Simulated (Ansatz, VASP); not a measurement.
## One calculation of Te, two programs

```
Te
1.0
     0.00000    3.57809    3.57809
     3.57809    0.00000    3.57809
     3.57809    3.57809    0.00000
Te
2
Direct
  0.12500 0.12500 0.12500
  0.87500 0.87500 0.87500
```

Alike in both runs: task single point; functional revPBE; k mesh 9 × 9 × 9; occupations fermi-dirac, width 0.1 eV; no spin polarisation.

```csv
,VASP,Ansatz
version,VASP 6.6.1,Ansatz 0.2.0
potentials or method,"VASP PAW PBE potentials, release 64 (Te), cutoff 520 eV","plane waves (420 eV) with PAW, scalar-relativistic"
valence electrons in the cell,12,32
```

|  | VASP | Ansatz | Ansatz less VASP |
| --- | --- | --- | --- |
| pressure (GPa) | 1.1 | 1.1 | +0.04 |

VASP's potentials were made for PBE, not for revPBE. VASP's potentials hold 12 valence electrons a cell and Ansatz's 32, so a difference there can come from the potentials and not from the codes.

Neither program's run includes spin-orbit coupling.
